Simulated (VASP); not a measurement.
# Sn3PbS4 (Pm) in VASP: single point with PBE

Aim: the single point of Sn3PbS4 with PBE.

Everything below comes from runs of VASP 6.6.1. Logs are shortened: lines on timing, memory, paths and dates and some standing lists are left out, and cuts for length are marked.

**1. The cell of the first run**

It takes space group Pm (No. 6, monoclinic). The conventional cell has a = 6.017 Å, b = 4.074 Å, c = 8.413 Å, α = 90.00°, β = 90.55°, γ = 90.00°. Within 3.5 Å of Sn (site symmetry m) lie 6 S at 2.68 to 3.43 Å. Within 3.5 Å of Sn (site symmetry m) lie 6 S at 2.63 to 3.46 Å. Sn (site symmetry m) has 6 S at 2.64 to 3.42 Å within 3.5 Å. Pb (site symmetry m) has 6 S at 2.81 to 3.34 Å and 2 Sn at 3.72 Å within 3.8 Å. Within 3.5 Å of S (site symmetry m) lie 4 Sn at 2.63 to 3.46 Å and 2 Pb at 3.34 Å. S (site symmetry m) has 4 Sn at 2.64 to 3.42 Å and 2 Pb at 2.81 Å within 3.5 Å. S (site symmetry m) has 4 Sn at 2.70 to 3.33 Å and 2 Pb at 2.81 to 3.29 Å within 3.6 Å. Within 3.5 Å of S (site symmetry m) lie 6 Sn at 2.68 to 3.43 Å.

**2. Single point, PBE**

File INCAR:

```
SYSTEM = Sn3PbS4
PREC     = Accurate       ! precision mode
ENCUT    = 520            ! plane-wave cutoff, eV
EDIFF    = 1E-6           ! SCF threshold, eV
ISMEAR   = 0              ! smearing method
SIGMA    = 0.01           ! smearing width, eV
LREAL    = .False.        ! projectors in reciprocal space
LASPH    = .True.         ! aspherical terms in the spheres
NELM     = 60             ! most SCF steps
ALGO     = Normal         ! electronic algorithm
ISIF     = 2              ! what is computed and relaxed
LWAVE    = .False.        ! write WAVECAR
LCHARG   = .False.        ! write CHGCAR
GGA      = PE             ! functional
NBANDS   = 50             ! bands
```

File KPOINTS:

```
regular mesh
0
Gamma
  6 8 4
  0 0 0
```

File POSCAR:

```
Sn3PbS4
1.0
    6.0172271876      0.0000000000      0.0289198290
    0.0000000000      4.0738686140      0.0000000000
    0.0407447638      0.0000000000      8.4132307759
Sn Pb S
3 1 4
Direct
    0.8034079458      0.0000000000      0.6106167695
    0.2960393540      0.5000000000      0.8785137427
    0.1966469100      0.5000000000      0.3826563999
    0.6903552615      0.0000000000      0.1146385863
    0.8668283664      0.5000000000      0.8249686169
    0.6314682337      0.5000000000      0.3407671020
    0.1486681906      0.0000000000      0.1743665820
    0.3665857381      0.0000000000      0.6734722006
```

Potentials or basis: VASP PAW PBE potentials, release 64 (Sn_d, Pb_d, S).

Launch:

```bash
$ cat potpaw_PBE.64/Sn_d/POTCAR potpaw_PBE.64/Pb_d/POTCAR potpaw_PBE.64/S/POTCAR > POTCAR
$ mpirun -np 1 vasp_std > vasp.out
```

OUTCAR:

```text
SYSTEM = Sn3PbS4
   PREC = Accurate
   ENCUT = 520
   EDIFF = 1E-6
   ISMEAR = 0
   LREAL = .False.
   LASPH = .True.
   NELM = 60
   ISIF = 2
   GGA = PE

 ion  position               nearest neighbor table
   1  0.803  0.000  0.611-   8 2.68   5 2.75   5 2.75   6 3.23   6 3.23   3 3.65   3 3.65
   2  0.296  0.500  0.879-   5 2.63   8 2.70   8 2.70   4 3.72   4 3.72
   3  0.197  0.500  0.383-   6 2.64   7 2.70   7 2.70   1 3.65   1 3.65
   4  0.690  0.000  0.115-   6 2.81   6 2.81   7 2.81   7 3.29   5 3.34   5 3.34   2 3.72   2 3.72

   5  0.867  0.500  0.825-   2 2.63   1 2.75   1 2.75   4 3.34   4 3.34
   6  0.631  0.500  0.341-   3 2.64   4 2.81   4 2.81   1 3.23   1 3.23
   7  0.149  0.000  0.174-   3 2.70   3 2.70   4 2.81   4 3.29
   8  0.367  0.000  0.673-   1 2.68   2 2.70   2 2.70

  LATTYP: Found a simple monoclinic cell.
 ALAT       =     6.0172966840
 B/A-ratio  =     0.6770263838
 C/A-ratio  =     1.3981908952
 COS(beta)  =    -0.0096488865

  Lattice vectors:

 A1 = (   6.0172271876,   0.0000000000,   0.0289198290)
 A2 = (   0.0000000000,  -4.0738686140,   0.0000000000)
 A3 = (  -0.0407447638,   0.0000000000,  -8.4132307759)

Analysis of symmetry for initial positions (statically):
=====================================================================
 Subroutine PRICEL returns:
 Original cell was already a primitive cell.

 Routine SETGRP: Setting up the symmetry group for a
 simple monoclinic supercell.

 Subroutine GETGRP returns: Found  2 space group operations
 (whereof  2 operations were pure point group operations)
 out of a pool of  4 trial point group operations.

The static configuration has the point symmetry C_1h.

Analysis of symmetry for dynamics (positions and initial velocities):
=====================================================================
 Subroutine PRICEL returns:
 Original cell was already a primitive cell.

 Routine SETGRP: Setting up the symmetry group for a
 simple monoclinic supercell.

 Subroutine GETGRP returns: Found  2 space group operations
 (whereof  2 operations were pure point group operations)
 out of a pool of  4 trial point group operations.

The dynamic configuration has the point symmetry C_1h.

 Subroutine INISYM returns: Found  2 space group operations
 (whereof  2 operations are pure point group operations),
 and found     1 'primitive' translations

----------------------------------------------------------------------------------------

                                     Primitive cell

  volume of cell :     206.2320

  direct lattice vectors                    reciprocal lattice vectors
     6.017227188  0.000000000  0.028919829     0.166193372  0.000000000 -0.000804864
     0.000000000  4.073868614  0.000000000     0.000000000  0.245466925  0.000000000
     0.040744764  0.000000000  8.413230776    -0.000571277  0.000000000  0.118863170

  length of vectors
     6.017296684  4.073868614  8.413329438     0.166195321  0.245466925  0.118864542

  position of ions in fractional coordinates (direct lattice)
     0.803407946  0.000000000  0.610616769
     0.296039354  0.500000000  0.878513743
     0.196646910  0.500000000  0.382656400
     0.690355262  0.000000000  0.114638586
     0.866828366  0.500000000  0.824968617
     0.631468234  0.500000000  0.340767102
     0.148668191  0.000000000  0.174366582
     0.366585738  0.000000000  0.673472201

  ion indices of the primitive-cell ions
   primitive index   ion index
                 1           1
                 2           2
                 3           3
                 4           4
                 5           5
                 6           6
                 7           7
                 8           8

----------------------------------------------------------------------------------------

 KPOINTS: regular mesh

Automatic generation of k-mesh.
 Grid dimensions read from file:
 generate k-points for:    6    8    4

 Generating k-lattice:

  Cartesian coordinates                     Fractional coordinates (reciprocal lattice)
     0.027698895  0.000000000 -0.000134144     0.166666667  0.000000000  0.000000000
     0.000000000  0.030683366  0.000000000     0.000000000  0.125000000  0.000000000
    -0.000142819  0.000000000  0.029715792    -0.000000000  0.000000000  0.250000000

  Length of vectors
     0.027699220  0.030683366  0.029716136

  Shift w.r.t. Gamma in fractional coordinates (k-lattice)
     0.000000000  0.000000000  0.000000000

 Subroutine IBZKPT returns following result:
 ===========================================

 Found     70 irreducible k-points:

 Following reciprocal coordinates:
            Coordinates               Weight
  0.000000  0.000000  0.000000      1.000000
  0.166667  0.000000  0.000000      2.000000
  0.333333  0.000000  0.000000      2.000000
  0.500000  0.000000  0.000000      1.000000
  0.000000  0.125000  0.000000      2.000000
  0.166667  0.125000  0.000000      4.000000
[... 16 lines left out ...]
  0.333333  0.000000  0.250000      2.000000
  0.500000  0.000000  0.250000      2.000000
 [... further k-points ...]
   k-points           NKPTS =     70   k-points in BZ     NKDIM =     70   number of bands    NBANDS=     50
   number of dos      NEDOS =    301   number of ions     NIONS =      8
   total plane-waves  NPLWV =  92160
   dimension x,y,z NGX =    48 NGY =   30 NGZ =   64
   dimension x,y,z NGXF=    96 NGYF=   60 NGZF=  128
   ions per type =               3   1   4
   NGX,Y,Z   is equivalent  to a cutoff of  13.26, 12.24, 12.65 a.u.
   NGXF,Y,Z  is equivalent  to a cutoff of  26.52, 24.48, 25.29 a.u.
 SYSTEM =  Sn3PbS4
   PREC   = accura    normal or accurate (medium, high low for compatibility)
   ISTART =      0    job   : 0-new  1-cont  2-samecut
   ICHARG =      2    charge: 1-file 2-atom 10-const
   ISPIN  =      1    spin polarized calculation?
   LNONCOLLINEAR =      F non collinear calculations
   LSORBIT =      F    spin-orbit coupling
   LASPH  =      T    aspherical Exc in radial PAW
   ENCUT  =  520.0 eV  38.22 Ry    6.18 a.u.  11.19  7.57 15.64*2*pi/ulx,y,z
   NELM   =     60;   NELMIN=  2; NELMDL= -5     # of ELM steps
   EDIFF  = 0.1E-05   stopping-criterion for ELM
   LREAL  =      F    real-space projection
   EDIFFG = 0.1E-04   stopping-criterion for IOM
   NSW    =      0    number of steps for IOM
   IBRION =     -1    ionic relax: 0-MD 1-quasi-New 2-CG
   NFREE  =      0    steps in history (QN), initial steepest desc. (CG)
   ISIF   =      2    stress and relaxation
   ISYM   =      2    0-nonsym 1-usesym 2-fastsym
   POTIM  = 0.5000    time-step for ionic-motion
   TEBEG  =    0.0;   TEEND  =   0.0 temperature during run
   PSTRESS=    0.0 pullay stress
   NELECT =      80.0000    total number of electrons
   NUPDOWN=      -1.0000    fix difference up-down
   EMIN   =  10.00;   EMAX   =-10.00  energy-range for DOS
   EFERMI =   0.00;   METHOD = LEGACY
   ISMEAR =     0;   SIGMA  =   0.01  broadening in eV -4-tet -1-fermi 0-gaus
   EFERMI_NEDOS =   21; number of points for ismear=-14 and -15
   IALGO  =     38    algorithm
   IMIX   =      4    mixing-type and parameters
     AMIX     =   0.40;   BMIX     =  1.00
     AMIX_MAG =   1.60;   BMIX_MAG =  1.00
  volume/ion in A,a.u.               =      25.78       173.97
  Fermi-wavevector in a.u.,A,eV,Ry     =   1.193950  2.256238 19.395329  1.425516
  Thomas-Fermi vector in A             =   2.329952
   LORBIT       =      0    0 simple, 1 ext, 2 COOP (PROOUT), +10 PAW based schemes
   GGA     = PE    functional components
   LHFCALC =     F    Hartree Fock is set to
   AEXX    =    0.0000 exact exchange contribution
   IVDW    =     0    specifies the selected vdW correction
   LEPSILON=     F    determine dielectric tensor
   LRPA    =     F    only Hartree local field effects (RPA)
 non-spin polarized calculation
 Gauss-broadening in eV      SIGMA  =   0.01
  energy-cutoff  :      520.00
  volume of cell :      206.23
 maximum number of plane-waves:      5599
 NGX is ok and might be reduce to    48
   NGX = 23   NGY = 15   NGZ = 31

 number of electron      80.0000002 magnetization

 Free energy of the ion-electron system (eV)
  ---------------------------------------------------
  ext. energy  EPLUGINS =         0.00000000
  ---------------------------------------------------
  free energy    TOTEN  =       -35.24326796 eV

  energy without entropy =      -35.24326796  energy(sigma->0) =      -35.24326796

 E-fermi :   5.7209     XC(G=0):  -9.5982

 val. band max:        5.6372082300   @ k =   0.1667   0.0000   0.0000
 cond. band min:       6.0630893401   @ k =   0.5000   0.5000   0.0000
 fundamental gap:      0.4258811101
 Fermi energy:         5.7208577548

 k-point     1 :       0.0000    0.0000    0.0000
  band No.  band energies     occupation
      1     -15.7263      2.00000
      2     -15.7117      2.00000
      3     -15.7069      2.00000
      4     -15.6958      2.00000
      5     -15.6937      2.00000
      6     -15.6789      2.00000
[... 42 lines left out ...]
     49      10.3275      0.00000
     50      10.5501      0.00000

 k-point     2 :       0.1667    0.0000    0.0000
  band No.  band energies     occupation
      1     -15.7258      2.00000
      2     -15.7117      2.00000
      3     -15.7066      2.00000
      4     -15.6954      2.00000
      5     -15.6938      2.00000
      6     -15.6787      2.00000
[... 42 lines left out ...]
     49      10.2043      0.00000
     50      10.3632      0.00000

 k-point     3 :       0.3333    0.0000    0.0000
  band No.  band energies     occupation
      1     -15.7247      2.00000
      2     -15.7118      2.00000
      3     -15.7059      2.00000
      4     -15.6945      2.00000
      5     -15.6942      2.00000
      6     -15.6783      2.00000
[... 42 lines left out ...]
     49       9.7521      0.00000
     50      10.4021      0.00000

 k-point     4 :       0.5000    0.0000    0.0000
  band No.  band energies     occupation
      1     -15.7242      2.00000
      2     -15.7119      2.00000
      3     -15.7056      2.00000
      4     -15.6943      2.00000
      5     -15.6940      2.00000
      6     -15.6782      2.00000
[... 999 lines left out ...]
 k-point    23 :       0.3333    0.0000    0.2500
  band No.  band energies     occupation
      1     -15.7247      2.00000
      2     -15.7118      2.00000
      3     -15.7059      2.00000
      4     -15.6945      2.00000
      5     -15.6941      2.00000
      6     -15.6784      2.00000
[... 42 lines left out ...]
     49       9.8214      0.00000
     50      10.0691      0.00000

 k-point    24 :       0.5000    0.0000    0.2500
  band No.  band energies     occupation
      1     -15.7242      2.00000
      2     -15.7119      2.00000
      3     -15.7056      2.00000
      4     -15.6943      2.00000
      5     -15.6940      2.00000
      6     -15.6782      2.00000
[... 42 lines left out ...]
     49       9.8362      0.00000
     50       9.9565      0.00000

 [... further k-points ...]
[... 5 lines left out ...]
  --------------------------------------------------------------------------------------
  -------------------------------------------------------------------------------------
  Total       -0.0718147     -0.0602522     -0.0353137      0.0000000      0.0000000      0.0072248
  in kB       -0.5579143     -0.4680880     -0.2743455      0.0000000      0.0000000      0.0561278
  external PRESSURE =      -0.4334493 kB  Pullay stress =       0.0000000 kB

 VOLUME and BASIS-vectors are now :
 -----------------------------------------------------------------------------
  energy-cutoff  :      520.00
  volume of cell :      206.23
      direct lattice vectors                 reciprocal lattice vectors
     6.017227188  0.000000000  0.028919829     0.166193372  0.000000000 -0.000804864
     0.000000000  4.073868614  0.000000000     0.000000000  0.245466925  0.000000000
     0.040744764  0.000000000  8.413230776    -0.000571277  0.000000000  0.118863170

 POSITION                                       TOTAL-FORCE (eV/Angst)
 -----------------------------------------------------------------------------------
      4.85917      0.00000      5.16049         0.004373      0.000000     -0.007553
      1.81713      2.03693      7.39970         0.001465      0.000000      0.007807
      1.19886      2.03693      3.22506        -0.004273      0.000000      0.005849
      4.15870      0.00000      0.98445        -0.001676      0.000000      0.001266
      5.24952      2.03693      6.96572        -0.000428      0.000000      0.004922
      3.81357      2.03693      2.88521         0.001913      0.000000     -0.002283
      0.90167      0.00000      1.47129         0.002052      0.000000     -0.005360
      2.23327      0.00000      5.67668        -0.003427      0.000000     -0.004648
 -----------------------------------------------------------------------------------
    total drift:                               -0.000069      0.000000      0.000003

  FREE ENERGIE OF THE ION-ELECTRON SYSTEM (eV)
  ---------------------------------------------------
  free  energy   TOTEN  =       -35.2432679635 eV

  energy  without entropy=      -35.2432679635  energy(sigma->0) =      -35.24326796
```

It took 7.9 min on 1 thread of Intel Xeon Platinum 8559C (Emerald Rapids), shared host; peak memory 0.69 GiB.

Results:

- Free energy: -35.2433 eV
- Pressure: 0.0 GPa
- Largest force: 0.009 eV/Å
- Band gap on the k mesh: 0.43 eV (least direct gap 0.74 eV)

Forces on the atoms (eV/Å):
```
Sn   0.004  0.000 -0.008
Sn   0.001  0.000  0.008
Sn  -0.004  0.000  0.006
Pb  -0.002  0.000  0.001
S    0.000  0.000  0.005
S    0.002  0.000 -0.002
S    0.002  0.000 -0.005
S   -0.003  0.000 -0.005
```

Levels at points of the mesh, in eV from the valence-band top:
```
           k point  band 36  band 37  band 38  band 39  band 40  band 41  band 42  band 43  band 44  band 45
(0.00, 0.00, 0.00)    -1.88    -1.66    -1.23    -0.68    -0.09     1.40     1.76     1.98     2.22     3.30
(0.50, 0.00, 0.00)    -1.88    -1.43    -1.26    -0.32    -0.03     1.24     1.38     1.57     1.87     2.48
(0.00, 0.50, 0.00)    -2.26    -2.25    -2.21    -0.95    -0.69     1.11     1.13     3.27     3.34     3.57
(0.50, 0.50, 0.00)    -1.86    -1.52    -1.51    -0.63    -0.32     0.43     0.46     1.91     1.97     2.48
(0.00, 0.00, 0.50)    -1.66    -1.65    -1.41    -0.82    -0.64     2.20     2.30     2.50     2.64     2.98
(0.50, 0.00, 0.50)    -2.11    -1.50    -1.12    -0.96    -0.82     1.65     1.84     2.34     2.57     2.86
(0.00, 0.50, 0.50)    -3.11    -1.95    -1.67    -1.62    -1.49     2.41     2.48     2.72     2.83     3.34
(0.50, 0.50, 0.50)    -2.69    -1.43    -1.39    -1.38    -1.18     1.75     1.78     1.80     1.90     3.18
```

Caveat: spin-orbit coupling is left out, which moves the levels of the heavy elements.
